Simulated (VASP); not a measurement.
Input of a VASP 6.6.1 run:

Contents of INCAR:

```
SYSTEM = PbSe
PREC = Accurate
ENCUT = 520
EDIFF = 1E-7
ISMEAR = -1
SIGMA = 0.05
LREAL = .False.
LASPH = .True.
NELM = 60
ALGO = Normal
ISIF = 2
LWAVE = .False.
LCHARG = .True.
GGA = PS
LELF = .True.
LVHAR = .True.
NBANDS = 28
```

Contents of KPOINTS:

```
regular mesh
0
Gamma
  6 6 3
  0 0 0
```

Contents of POSCAR:

```
PbSe
1.0
    4.3552219700      0.0000000000      0.0000000000
   -0.0101716689      4.3552100919      0.0000000000
   -2.1725251505     -2.1776050460     11.8386061582
Pb Se
2 2
Direct
    0.8068400000      0.8073040000      0.6184430000
    0.1854540000      0.1998100000      0.3823760000
    0.2873320000      0.3231460000      0.6231940000
    0.6842660000      0.6998950000      0.3779650000
```

Potentials or basis: VASP PAW PBE potentials, release 64 (Pb_d, Se).

Run with:

```console
$ cat potpaw_PBE.64/Pb_d/POTCAR potpaw_PBE.64/Se/POTCAR > POTCAR
$ mpirun -np 1 vasp_std > vasp.out
```

(1) Estimate the band gap on the k mesh.

(2) What does it give for the largest force?

## Answers

(1) 1.51 eV, direct.

(2) 0.264 eV/Å.

Caveat: the PAW data sets were made with another functional, which shifts forces and pressure a little; spin-orbit coupling is left out, which moves the levels of the heavy elements.
